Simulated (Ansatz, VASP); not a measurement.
## Al3VN4 in VASP and in Ansatz

The input INCAR:

```
SYSTEM = Al3VN4
PREC     = Accurate       ! precision mode
ENCUT    = 520            ! plane-wave cutoff, eV
EDIFF    = 1E-6           ! SCF threshold, eV
ISMEAR   = 0              ! smearing method
SIGMA    = 0.1            ! smearing width, eV
LREAL    = .FALSE.        ! projectors in reciprocal space
LASPH    = .TRUE.         ! aspherical terms in the spheres
NELM     = 150            ! most SCF steps
ALGO     = Normal         ! electronic algorithm
ISIF     = 2              ! what is computed and relaxed
LWAVE    = .FALSE.        ! write WAVECAR
LCHARG   = .FALSE.        ! write CHGCAR
ISPIN    = 2              ! spin polarisation
MAGMOM   = 0 0 0 2 0 0 0 0 ! initial moments
LORBIT   = 11             ! projections on sites
LMAXMIX  = 4              ! l up to which the mixer works
GGA      = PE             ! functional
NBANDS   = 35             ! bands
```

KPOINTS

```
regular mesh
0
G
  4 4 4
  0 0 0
```

POSCAR

```
Al3VN4
1.0
    4.6702703300      0.0000000000      0.0000000000
    0.0000000000      4.6702703300      0.0000000000
    0.0000000000      0.0000000000      4.6702703300
Al V N
3 1 4
Direct
    0.5000000000      0.0000000000      0.0000000000
    0.0000000000      0.0000000000      0.5000000000
    0.0000000000      0.5000000000      0.0000000000
    0.5000000000      0.5000000000      0.5000000000
    0.0000000000      0.5000000000      0.5000000000
    0.5000000000      0.5000000000      0.0000000000
    0.0000000000      0.0000000000      0.0000000000
    0.5000000000      0.0000000000      0.5000000000
```

Input for Ansatz:

```yaml
crystal:
  lattice:
    - [4.67027033, 0.0, 0.0]
    - [0.0, 4.67027033, 0.0]
    - [0.0, 0.0, 4.67027033]
  atoms:
    - { symbol: Al, position: [0.5, 0.0, 0.0] }
    - { symbol: Al, position: [0.0, 0.0, 0.5] }
    - { symbol: Al, position: [0.0, 0.5, 0.0] }
    - { symbol: V, position: [0.5, 0.5, 0.5], spin: 2.0 }
    - { symbol: "N", position: [0.0, 0.5, 0.5] }
    - { symbol: "N", position: [0.5, 0.5, 0.0] }
    - { symbol: "N", position: [0.0, 0.0, 0.0] }
    - { symbol: "N", position: [0.5, 0.0, 0.5] }
basis:
  ecutwfc: 420
kpoints:
  mp_grid: { grid: [4, 4, 4] }
hamiltonian:
  xc: pbe
scf:
  occupations: { method: gaussian, width: 0.1 }
  lower_state_search: "off"
output:
  forces: true
  stress: true
  eigenvalues: true
  populations: true
magnetization:
  spin_polarized: true
```

Alike in both runs: task single point; functional PBE; k mesh 4 × 4 × 4; occupations gaussian, width 0.1 eV; collinear spin.

```csv
,VASP,Ansatz
version,VASP 6.6.1,Ansatz 0.2.0
potentials or method,"VASP PAW PBE potentials, release 64 (Al, V_sv, N), cutoff 520 eV","scalar-relativistic, plane waves, PAW"
valence electrons in the cell,42,42
```

Ansatz gave:

* gap on the k mesh at the Fermi level (eV): none
* net moment per atom (μB): 0.25
* size of the moment on the site where the two differ most (μB): 1.69

Problem. Which values does VASP return?

Solution. gap on the k mesh at the Fermi level (eV): none; net moment per atom (μB): 0.25; size of the moment on the site where the two differ most (μB): 1.85.

Site moments also hang on the region over which each program counts them. A gap of «none» marks a metal or a gap that the smearing closes.
